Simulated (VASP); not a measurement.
Write the native input for VASP 6.6.1 that does the following.

| Property | Result |
| --- | --- |
| Task | single point |
| Functional | r2SCAN |
| Potentials or basis | VASP PAW PBE potentials, release 64 (Be) |
| Cutoff | 520 eV |
| k mesh | 5 × 5 × 3 |
| Occupations | gaussian, width 0.15 eV |
| Spin | no spin polarisation |
| Dipole correction | no |
| Further INCAR settings | LREAL = Auto; ALGO = Normal; EDIFF = 1e-07; NBANDS = 31 |

System: Be (a cell with a defect).

```
CELL_PARAMETERS angstrom
-2.29000 -3.96640 0.00000
3.43500 -1.98320 0.00000
0.00000 0.00000 7.17686
ATOMIC_POSITIONS crystal
Be 0.68214 0.56102 0.01144
Be 0.50501 0.34024 0.25113
Be 0.81775 0.56132 0.48895
Be 0.57983 0.37735 0.68744
Be 0.52772 0.04746 0.98999
Be 0.24984 0.82717 0.25031
Be 0.48336 0.95420 0.50899
Be 0.25018 0.68093 0.75041
Be 0.22892 0.45124 0.01004
Be 0.99477 0.34024 0.24948
Be 0.27082 0.45126 0.49067
Be 0.92020 0.37747 0.81278
Be 0.01636 0.95433 0.99152
Be 0.74991 0.85863 0.25028
Be 0.97179 0.04785 0.51064
Be 0.74988 0.85761 0.75027
Be 0.25007 0.15422 0.75032
```

The input as run:

POSCAR

```
Be
1.0
   -2.2900000000     -3.9663960000      0.0000000000
    3.4350000000     -1.9831980000      0.0000000000
    0.0000000000      0.0000000000      7.1768600000
Be
17
Direct
    0.6821355399      0.5610152507      0.0114433053
    0.5050112763      0.3402354651      0.2511322500
    0.8177494663      0.5613220605      0.4889450261
    0.5798296149      0.3773522032      0.6874385177
    0.5277194065      0.0474641749     -0.0100144074
    0.2498362996      0.8271712157      0.2503080734
    0.4833648569     -0.0457989746      0.5089913974
    0.2501801168      0.6809323050      0.7504057485
    0.2289201632      0.4512393519      0.0100378160
   -0.0052301636      0.3402413174      0.2494806921
    0.2708182967      0.4512602328      0.4906655557
   -0.0797978939      0.3774741843      0.8127750855
    0.0163614768     -0.0456702236     -0.0084786383
    0.7499054307      0.8586304036      0.2502767227
   -0.0282054403      0.0478519772      0.5106379392
    0.7498750542      0.8576095703      0.7502733786
    0.2500747320      0.1542183803      0.7503199171
```

INCAR.step1

```
  PREC = Accurate
  ENCUT = 520
  ISMEAR = 0
  SIGMA = 0.15
  LREAL = Auto
  LASPH = T
  NELM = 60
  NBANDS = 31
  GGA = PE
  ALGO = Normal
  EDIFF = 1E-4
  LWAVE = T
  LCHARG = F
```

INCAR.step2

```
  PREC = Accurate
  ENCUT = 520
  EDIFF = 1E-7
  ISMEAR = 0
  SIGMA = 0.15
  LREAL = Auto
  LASPH = T
  NELM = 60
  ALGO = Normal
  ISIF = 2
  LWAVE = F
  LCHARG = F
  METAGGA = R2SCAN
  LMIXTAU = T
  NBANDS = 31
  ISTART = 1
```

KPOINTS

```
Automatic mesh
0
Gamma
  5 5 3
```

Potentials or basis: VASP PAW PBE potentials, release 64 (Be).

The run is started by

```console
$ cat potpaw_PBE.64/Be/POTCAR > POTCAR
$ cp INCAR.step1 INCAR
$ mpirun -np 1 vasp_std > vasp.out
$ cp INCAR.step2 INCAR
$ mpirun -np 1 vasp_std > vasp.out
```

Results of the run:

| Property | Result |
| --- | --- |
| Pressure | 12.0 GPa |
| Largest force | 0.154 eV/Å |
| Band gap on the k mesh | zero (bands 17 and 18 overlap by 0.83 eV) |

Caveat: the PAW data sets were made with another functional, which shifts forces and pressure a little.

Wall time 17 min on 1 thread of Oxide Virtual Turin-like Processor (shared host), peak memory 0.26 GiB.
